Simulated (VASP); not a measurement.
Wanted: the native input for a VASP 6.6.1 run.

| Quantity | Value |
| --- | --- |
| Task | single point |
| Functional | PBE |
| Potentials or basis | VASP PAW PBE potentials, release 64 (Ir) |
| Cutoff | 520 eV |
| k mesh | 14 × 14 × 14 |
| Occupations | fermi-dirac, width 1 eV |
| Spin | no spin polarisation |
| Dipole correction | no |
| Further INCAR settings | ALGO = Normal; EDIFF = 1e-07; NBANDS = 10 |

The structure of Ir lies in POSCAR:

```
Ir
1.0
    0.0000000000      1.9360622002      1.9360622002
    1.9360622002      0.0000000000      1.9360622002
    1.9360622002      1.9360622002      0.0000000000
Ir
1
Direct
    0.0000000000      0.0000000000      0.0000000000
```

The input as run:

INCAR

```
PREC = Accurate ; ENCUT = 520
EDIFF = 1E-7 ; ISMEAR = -1
SIGMA = 1.0 ; LREAL = F
LASPH = T ; NELM = 80
ALGO = Normal ; ISIF = 2
LWAVE = F ; LCHARG = F
GGA = PE ; NBANDS = 10
```

KPOINTS

```
Automatic mesh
0
Gamma
  14 14 14
```

Potentials or basis: VASP PAW PBE potentials, release 64 (Ir).

Command:

```console
$ cat potpaw_PBE.64/Ir/POTCAR > POTCAR
$ mpirun -np 1 vasp_std > vasp.out
```

Results of the run:

```yaml
Pressure: 24.7 GPa
```

Run time: 23 s on 1 thread of Intel Xeon 8259CL, on a shared host, peak memory 0.14 GiB.
